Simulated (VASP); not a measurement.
# SiC (Cm) in VASP: further runs, part 2 of 2

VASP 6.6.1. Earlier steps stand in the parts before.

### 5 Single point, PBE (atom 1 (Si) moved by (-0.450, +0.225) A along [1 1 0] and z)

INCAR reads:

```
SYSTEM = SiC
ALGO = Normal ; EDIFF = 1E-7
ENCUT = 520 ; GGA = PE
ISIF = 2 ; ISMEAR = 0
LASPH = .TRUE. ; LCHARG = .FALSE.
LREAL = .FALSE. ; LWAVE = .FALSE.
NBANDS = 11 ; NELM = 60
PREC = Accurate ; SIGMA = 0.05
```

KPOINTS reads:

```
k-points
0
G
  12 12 12
  0 0 0
```

POSCAR reads:

```
SiC
1.0
    0.0000000000      2.1740000000      2.1740000000
    2.1740000000      0.0000000000      2.1740000000
    2.1740000000      2.1740000000      0.0000000000
Si C
1 1
Direct
    0.0517479301      0.0517479301     -0.1981131792
    0.7500000000      0.7500000000      0.7500000000
```

Potentials or basis: VASP PAW PBE potentials, release 64 (Si, C).

Command:

```
cat potpaw_PBE.64/Si/POTCAR potpaw_PBE.64/C/POTCAR > POTCAR
mpirun -np 1 vasp_std > vasp.out
```

OUTCAR:

```text
SYSTEM = SiC
   EDIFF = 1E-7
   ENCUT = 520
   GGA = PE
   ISIF = 2
   ISMEAR = 0
   LASPH = .TRUE.
   LREAL = .FALSE.
   NELM = 60
   PREC = Accurate

 ion  position               nearest neighbor table
   1  0.052  0.052  0.802-   2 1.70   2 1.82   2 1.82   2 2.38
   2  0.750  0.750  0.750-   1 1.70   1 1.82   1 1.82   1 2.38

  LATTYP: Found a face centered cubic cell.
 ALAT       =     4.3480000000

  Lattice vectors:

 A1 = (   0.0000000000,   2.1740000000,   2.1740000000)
 A2 = (   2.1740000000,   0.0000000000,   2.1740000000)
 A3 = (   2.1740000000,   2.1740000000,   0.0000000000)

Analysis of symmetry for initial positions (statically):
=====================================================================
 Subroutine PRICEL returns:
 Original cell was already a primitive cell.

 Routine SETGRP: Setting up the symmetry group for a
 face centered cubic supercell.

 Subroutine GETGRP returns: Found  2 space group operations
 (whereof  2 operations were pure point group operations)
 out of a pool of 48 trial point group operations.

The static configuration has the point symmetry C_1h.

Analysis of symmetry for dynamics (positions and initial velocities):
=====================================================================
 Subroutine PRICEL returns:
 Original cell was already a primitive cell.

 Routine SETGRP: Setting up the symmetry group for a
 face centered cubic supercell.

 Subroutine GETGRP returns: Found  2 space group operations
 (whereof  2 operations were pure point group operations)
 out of a pool of 48 trial point group operations.

The dynamic configuration has the point symmetry C_1h.

 Subroutine INISYM returns: Found  2 space group operations
 (whereof  2 operations are pure point group operations),
 and found     1 'primitive' translations

----------------------------------------------------------------------------------------

                                     Primitive cell

  volume of cell :      20.5498

  direct lattice vectors                    reciprocal lattice vectors
     0.000000000  2.174000000  2.174000000    -0.229990800  0.229990800  0.229990800
     2.174000000  0.000000000  2.174000000     0.229990800 -0.229990800  0.229990800
     2.174000000  2.174000000  0.000000000     0.229990800  0.229990800 -0.229990800

  length of vectors
     3.074500285  3.074500285  3.074500285     0.398355752  0.398355752  0.398355752

  position of ions in fractional coordinates (direct lattice)
     0.051747930  0.051747930  0.801886821
     0.750000000  0.750000000  0.750000000

  ion indices of the primitive-cell ions
   primitive index   ion index
                 1           1
                 2           2

----------------------------------------------------------------------------------------

 KPOINTS: k-points

Automatic generation of k-mesh.
 Grid dimensions read from file:
 generate k-points for:   12   12   12

 Generating k-lattice:

  Cartesian coordinates                     Fractional coordinates (reciprocal lattice)
    -0.019165900  0.019165900  0.019165900     0.083333333  0.000000000  0.000000000
     0.019165900 -0.019165900  0.019165900     0.000000000  0.083333333  0.000000000
     0.019165900  0.019165900 -0.019165900     0.000000000  0.000000000  0.083333333

  Length of vectors
     0.033196313  0.033196313  0.033196313

  Shift w.r.t. Gamma in fractional coordinates (k-lattice)
     0.000000000  0.000000000  0.000000000

 Subroutine IBZKPT returns following result:
 ===========================================

 Found    476 irreducible k-points:

 Following reciprocal coordinates:
            Coordinates               Weight
  0.000000  0.000000  0.000000      1.000000
  0.083333  0.000000  0.000000      4.000000
  0.000000  0.000000  0.083333      2.000000
  0.083333  0.083333  0.083333      2.000000
  0.166667  0.000000  0.000000      4.000000
  0.000000  0.000000  0.166667      2.000000
[... 16 lines left out ...]
  0.000000  0.166667  0.083333      4.000000
  0.083333  0.000000  0.166667      4.000000
 [... further k-points ...]
   k-points           NKPTS =    476   k-points in BZ     NKDIM =    476   number of bands    NBANDS=     11
   number of dos      NEDOS =    301   number of ions     NIONS =      2
   total plane-waves  NPLWV =  13824
   dimension x,y,z NGX =    24 NGY =   24 NGZ =   24
   dimension x,y,z NGXF=    48 NGYF=   48 NGZF=   48
   ions per type =               1   1
   NGX,Y,Z   is equivalent  to a cutoff of  12.98, 12.98, 12.98 a.u.
   NGXF,Y,Z  is equivalent  to a cutoff of  25.95, 25.95, 25.95 a.u.
 SYSTEM =  SiC
   PREC   = accura    normal or accurate (medium, high low for compatibility)
   ISTART =      0    job   : 0-new  1-cont  2-samecut
   ICHARG =      2    charge: 1-file 2-atom 10-const
   ISPIN  =      1    spin polarized calculation?
   LNONCOLLINEAR =      F non collinear calculations
   LSORBIT =      F    spin-orbit coupling
   LASPH  =      T    aspherical Exc in radial PAW
   ENCUT  =  520.0 eV  38.22 Ry    6.18 a.u.   5.72  5.72  5.72*2*pi/ulx,y,z
   NELM   =     60;   NELMIN=  2; NELMDL= -5     # of ELM steps
   EDIFF  = 0.1E-06   stopping-criterion for ELM
   LREAL  =      F    real-space projection
   EDIFFG = 0.1E-05   stopping-criterion for IOM
   NSW    =      0    number of steps for IOM
   IBRION =     -1    ionic relax: 0-MD 1-quasi-New 2-CG
   NFREE  =      0    steps in history (QN), initial steepest desc. (CG)
   ISIF   =      2    stress and relaxation
   ISYM   =      2    0-nonsym 1-usesym 2-fastsym
   POTIM  = 0.5000    time-step for ionic-motion
   TEBEG  =    0.0;   TEEND  =   0.0 temperature during run
   PSTRESS=    0.0 pullay stress
   NELECT =       8.0000    total number of electrons
   NUPDOWN=      -1.0000    fix difference up-down
   EMIN   =  10.00;   EMAX   =-10.00  energy-range for DOS
   EFERMI =   0.00;   METHOD = LEGACY
   ISMEAR =     0;   SIGMA  =   0.05  broadening in eV -4-tet -1-fermi 0-gaus
   EFERMI_NEDOS =   21; number of points for ismear=-14 and -15
   IALGO  =     38    algorithm
   IMIX   =      4    mixing-type and parameters
     AMIX     =   0.40;   BMIX     =  1.00
     AMIX_MAG =   1.60;   BMIX_MAG =  1.00
  volume/ion in A,a.u.               =      10.27        69.34
  Fermi-wavevector in a.u.,A,eV,Ry     =   1.195369  2.258920 19.441458  1.428907
  Thomas-Fermi vector in A             =   2.331336
   LORBIT       =      0    0 simple, 1 ext, 2 COOP (PROOUT), +10 PAW based schemes
   GGA     = PE    functional components
   LHFCALC =     F    Hartree Fock is set to
   AEXX    =    0.0000 exact exchange contribution
   IVDW    =     0    specifies the selected vdW correction
   LEPSILON=     F    determine dielectric tensor
   LRPA    =     F    only Hartree local field effects (RPA)
 non-spin polarized calculation
 Gauss-broadening in eV      SIGMA  =   0.05
  energy-cutoff  :      520.00
  volume of cell :       20.55
 maximum number of plane-waves:       568
   NGX = 11   NGY = 11   NGZ = 11

 number of electron       8.0000000 magnetization

 Free energy of the ion-electron system (eV)
  ---------------------------------------------------
  ext. energy  EPLUGINS =         0.00000000
  ---------------------------------------------------
  free energy    TOTEN  =       -13.85548222 eV

  energy without entropy =      -13.85503046  energy(sigma->0) =      -13.85525634

 E-fermi :   9.5586     XC(G=0): -11.4159

 val. band max:        9.5561183580   @ k =   0.5000   0.0833   0.5000
 cond. band min:       9.5676009083   @ k =   0.0833  -0.4167  -0.4167
 fundamental gap:      0.0114825502
 Fermi energy:         9.5585950237

 k-point     1 :       0.0000    0.0000    0.0000
  band No.  band energies     occupation
      1      -7.3356      2.00000
      2       6.7350      2.00000
      3       7.4298      2.00000
      4       9.7775      0.00000
      5      13.4854      0.00000
      6      15.6486      0.00000
      7      16.1908      0.00000
      8      16.6390      0.00000
      9      22.0083      0.00000
     10      22.3640      0.00000
     11      22.4136      0.00000
[... 309 lines left out ...]
 k-point    24 :       0.0833    0.0000    0.1667
  band No.  band energies     occupation
      1      -6.8535      2.00000
      2       6.2448      2.00000
      3       6.9058      2.00000
      4       7.7361      2.00000
      5      14.4346      0.00000
      6      15.2427      0.00000
      7      16.5480      0.00000
      8      16.8283      0.00000
      9      20.4979      0.00000
     10      23.0829      0.00000
     11      23.3137      0.00000

 [... further k-points ...]

------------------------ aborting loop because EDIFF is reached ----------------------------------------

  FORCE on cell =-STRESS in cart. coord.  units (eV):
  Direction    XX          YY          ZZ          XY          YZ          ZX
  --------------------------------------------------------------------------------------
  -------------------------------------------------------------------------------------
  Total        1.7983676      1.7983676      3.3542600      0.6630244      0.9694567      0.9694566
  in kB      140.2104677    140.2104677    261.5162554     51.6929704     75.5840876     75.5840819
  external PRESSURE =     180.6457303 kB  Pullay stress =       0.0000000 kB

 VOLUME and BASIS-vectors are now :
 -----------------------------------------------------------------------------
  energy-cutoff  :      520.00
  volume of cell :       20.55
      direct lattice vectors                 reciprocal lattice vectors
     0.000000000  2.174000000  2.174000000    -0.229990800  0.229990800  0.229990800
     2.174000000  0.000000000  2.174000000     0.229990800 -0.229990800  0.229990800
     2.174000000  2.174000000  0.000000000     0.229990800  0.229990800 -0.229990800

 POSITION                                       TOTAL-FORCE (eV/Angst)
 -----------------------------------------------------------------------------------
      1.85580      1.85580      0.22500         2.529550      2.529550      0.848183
      3.26100      3.26100      3.26100        -2.529550     -2.529550     -0.848183
 -----------------------------------------------------------------------------------
    total drift:                               -0.000045     -0.000045     -0.000106

  FREE ENERGIE OF THE ION-ELECTRON SYSTEM (eV)
  ---------------------------------------------------
  free  energy   TOTEN  =       -13.8554822185 eV

  energy  without entropy=      -13.8550304566  energy(sigma->0) =      -13.85525634
```

OSZICAR:

```text
N       E                     dE             d eps       ncg     rms          rms(c)
DAV:   1     0.572981671475E+01    0.57298E+01   -0.38350E+03 10536   0.623E+02
DAV:   2    -0.154796092267E+02   -0.21209E+02   -0.20366E+02 13206   0.112E+02
DAV:   3    -0.161424651439E+02   -0.66286E+00   -0.66171E+00 12703   0.171E+01
DAV:   4    -0.161450189983E+02   -0.25539E-02   -0.25537E-02 11893   0.136E+00
DAV:   5    -0.161450301315E+02   -0.11133E-04   -0.11133E-04 12684   0.837E-02    0.977E+00
DAV:   6    -0.139232061038E+02    0.22218E+01   -0.83471E+00 11513   0.127E+01    0.404E+00
DAV:   7    -0.138681402371E+02    0.55066E-01   -0.41817E-01 12368   0.381E+00    0.196E+00
DAV:   8    -0.138562454335E+02    0.11895E-01   -0.36820E-02 11585   0.120E+00    0.224E-01
DAV:   9    -0.138553880794E+02    0.85735E-03   -0.60212E-03 12346   0.381E-01    0.102E-01
DAV:  10    -0.138554609936E+02   -0.72914E-04   -0.30331E-04 11645   0.117E-01    0.487E-02
DAV:  11    -0.138554812700E+02   -0.20276E-04   -0.24066E-05 12410   0.368E-02    0.189E-02
DAV:  12    -0.138554821395E+02   -0.86955E-06   -0.23693E-06 12055   0.102E-02    0.368E-03
DAV:  13    -0.138554822185E+02   -0.79019E-07   -0.50603E-07 12260   0.406E-03
   1 F= -.13855482E+02 E0= -.13855256E+02  d E =-.451762E-03
```

Run time: 60 s. Hardware: 1 thread of Intel Xeon Platinum 8259CL at 2.50GHz (Skylake/Cascade Lake), shared host; peak memory 0.22 GiB.

Results:

- Free energy: -13.8555 eV
- Pressure: 18.1 GPa
- Largest force: 3.677 eV/Å
- Band gap on the k mesh: zero (band 4 reaches 9.78 eV, above the bottom of band 5 at 8.98 eV)

Forces in eV/Å, atoms in the order of the input:
```
Si   2.530  2.530  0.848
C   -2.530 -2.530 -0.848
```

Stress tensor (GPa, compression positive):
```
14.02  5.17  7.56
 5.17 14.02  7.56
 7.56  7.56 26.15
```

Caveat: the cell differs from its parent crystal (atom 1 (Si) moved by (-0.450, +0.225) A along [1 1 0] and z); forces of over 1 eV/Å act on the atoms, so gaps and moduli don't describe the material at rest.
